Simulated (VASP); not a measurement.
NaF, 2 atoms in the cell. It takes space group I4/mmm (No. 139, tetragonal). Conventional cell: a = 3.340 Å, b = 3.340 Å, c = 4.588 Å, α = 90.00°, β = 90.00°, γ = 90.00°. Within 3.0 Å of Na (site symmetry 4/mmm) lie 6 F at 2.29 to 2.36 Å. Within 3.0 Å of F (site symmetry 4/mmm) lie 6 Na at 2.29 to 2.36 Å.  This cell differs from its parent crystal: film at in-plane strain +0.02.

- Program: VASP 6.6.1
- Task: single point
- Functional: PBEsol
- Potentials or basis: VASP PAW PBE potentials, release 64 (Na_pv, F)
- Cutoff: 520 eV
- k mesh: 8 × 8 × 8
- Occupations: gaussian, width 0.01 eV
- Spin: no spin polarisation
- Dipole correction: no
- Further INCAR settings: ALGO = Normal; EDIFF = 1e-06; NBANDS = 14

Potentials or basis: VASP PAW PBE potentials, release 64 (Na_pv, F).

Run with:

```bash
$ cat potpaw_PBE.64/Na_pv/POTCAR potpaw_PBE.64/F/POTCAR > POTCAR
$ mpirun -np 1 vasp_std > vasp.out
```

Hardware: 1 thread of Intel Xeon 8259CL (shared host).

Question: How long does it take, and how much memory?

Answer: Wall time 32 s on 1 thread of Intel Xeon 8259CL, with other jobs on the host, peak memory 0.15 GiB. Counts: scf iterations 12, k points 59.
